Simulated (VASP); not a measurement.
A run of VASP 6.6.1 is set up as follows.

File INCAR:

```
SYSTEM = Hf3AlN4
PREC     = Accurate       ! precision mode
ENCUT    = 600            ! plane-wave cutoff, eV
EDIFF    = 1E-7           ! SCF threshold, eV
ISMEAR   = 0              ! smearing method
SIGMA    = 0.1            ! smearing width, eV
LREAL    = .False.        ! projectors in reciprocal space
LASPH    = .True.         ! aspherical terms in the spheres
NELM     = 100            ! most SCF steps
ALGO     = Normal         ! electronic algorithm
ISIF     = 3              ! what is computed and relaxed
LWAVE    = .False.        ! write WAVECAR
LCHARG   = .False.        ! write CHGCAR
GGA      = PE             ! functional
IBRION   = 2              ! ionic algorithm
NSW      = 90             ! ionic steps
EDIFFG   = -0.04          ! ionic threshold
```

Contents of KPOINTS:

```
regular mesh
0
Gamma
  4 4 4
  0 0 0
```

File POSCAR:

```
Hf3AlN4
1.0
    4.8724416100      0.0000000000      0.0000000000
    0.0000000000      4.8724416100      0.0000000000
    0.0000000000      0.0000000000      4.8724416100
Hf Al N
3 1 4
Direct
    0.5000000000      0.0000000000      0.5000000000
    0.0000000000      0.5000000000      0.5000000000
    0.5000000000      0.5000000000      0.0000000000
    0.0000000000      0.0000000000      0.0000000000
    0.5000000000      0.5000000000      0.5000000000
    0.0000000000      0.5000000000      0.0000000000
    0.5000000000      0.0000000000      0.0000000000
    0.0000000000      0.0000000000      0.5000000000
```

Potentials or basis: VASP PAW PBE potentials, release 64 (Hf_pv, Al, N).

Command:

```console
$ cat potpaw_PBE.64/Hf_pv/POTCAR potpaw_PBE.64/Al/POTCAR potpaw_PBE.64/N/POTCAR > POTCAR
$ mpirun -np 1 vasp_std > vasp.out
```

Problem. What does it give for the space group after relaxing (to 0.1 Å)?

Solution. Pm-3m (No. 221).

Problem. Estimate the relaxed volume.

Solution. 11.22 Å³/atom.

Problem. Estimate the band gap on the k mesh.

Solution. Zero (an odd number of electrons rules out a gap without spin polarisation).

The path:
```tsv
step	energy change (eV)	largest force (eV/Å)	pressure (GPa)	volume (Å³)
1	0.0000	0.0000	-35.46	115.68
2	1.7338	0.0000	106.65	69.94
3	-3.5420	0.0000	-3.39	91.14
4	-3.5550	0.0000	-1.14	90.22
5	-3.5565	0.0000	0.06	89.76
```

Caveat: the volume moved by over 15 % at a fixed basis, so the end points are rough; spin-orbit coupling is left out, which moves the levels of the heavy elements.
